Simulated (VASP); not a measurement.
ZnS, 2 atoms in the cell. It takes space group Fm-3m (No. 225, cubic). The conventional cell has a = 4.901 Å, b = 4.901 Å, c = 4.901 Å, α = 90.00°, β = 90.00°, γ = 90.00°. Within 3.2 Å of S (site symmetry m-3m) lie 6 Zn at 2.45 Å. Within 3.2 Å of Zn (site symmetry m-3m) lie 6 S at 2.45 Å. 

* Program: VASP 6.6.1
* Task: single point
* Functional: r2SCAN
* Potentials or basis: VASP PAW PBE potentials, release 64 (S, Zn)
* Cutoff: 550 eV
* k mesh: 12 × 12 × 12
* Occupations: fermi-dirac, width 0.1 eV
* Spin: no spin polarisation
* Dipole correction: no
* Further INCAR settings: ALGO = Normal; EDIFF = 1e-06; NBANDS = 16

Potentials or basis: VASP PAW PBE potentials, release 64 (S, Zn).

Run with:

```sh
$ cat potpaw_PBE.64/S/POTCAR potpaw_PBE.64/Zn/POTCAR > POTCAR
$ cp INCAR.step1 INCAR
$ mpirun -np 1 vasp_std > vasp.out
$ cp INCAR.step2 INCAR
$ mpirun -np 1 vasp_std > vasp.out
```

Hardware: 1 thread of AMD EPYC 7R43 64-Core Processor (Zen 3), with other jobs on the host.

Question: Estimate the wall time of this run.

Answer: Run time: 4.8 min on 1 thread of AMD EPYC 7R43 64-Core Processor (Zen 3), on a shared host, peak memory 0.14 GiB. Counts: k points 72.
